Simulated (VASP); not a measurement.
Wanted: the native input for a VASP 6.6.1 run.

```
Task                   : single point
Functional             : PBE
Potentials or basis    : VASP PAW PBE potentials, release 64 (Nb_sv, P)
Cutoff                 : 520 eV
k mesh                 : 11 × 11 × 11
Occupations            : gaussian, width 0.011 eV
Spin                   : no spin polarisation
Dipole correction      : no
Further INCAR settings : ALGO = Normal; EDIFF = 1e-07; NBANDS = 26
```

The structure of NbP lies in POSCAR:

```
NbP
1.0
   -1.6749232544      1.6749232544      5.7401081759
    1.6749232544     -1.6749232544      5.7401081759
    1.6749232544      1.6749232544     -5.7401081759
Nb P
2 2
Direct
    0.2498808000      0.7498808000      0.5000000000
    0.4998808000      0.4998808000      0.0000000000
    0.8327477700      0.3327477700      0.5000000000
    0.0827477700      0.0827477700      0.0000000000
```

These files were run (other wordings do the same):

INCAR

```
SYSTEM = NbP
  PREC = Accurate
  ENCUT = 520
  EDIFF = 1E-7
  ISMEAR = 0
  SIGMA = 0.011
  LREAL = .False.
  LASPH = .True.
  NELM = 60
  ALGO = Normal
  ISIF = 2
  LWAVE = .False.
  LCHARG = .False.
  GGA = PE
  NBANDS = 26
```

KPOINTS

```
regular mesh
0
Gamma
  11 11 11
  0 0 0
```

Potentials or basis: VASP PAW PBE potentials, release 64 (Nb_sv, P).

Launch:

```sh
$ cat potpaw_PBE.64/Nb_sv/POTCAR potpaw_PBE.64/P/POTCAR > POTCAR
$ mpirun -np 1 vasp_std > vasp.out
```

It gave:

```
Pressure               : -1.5 GPa
Largest force          : 0.018 eV/Å
Band gap on the k mesh : zero (filled and empty bands touch)
```

It took 8.2 min on 1 thread of Intel(R) Xeon(R) Platinum 8488C (Sapphire Rapids), on a shared host, peak memory 0.43 GiB.
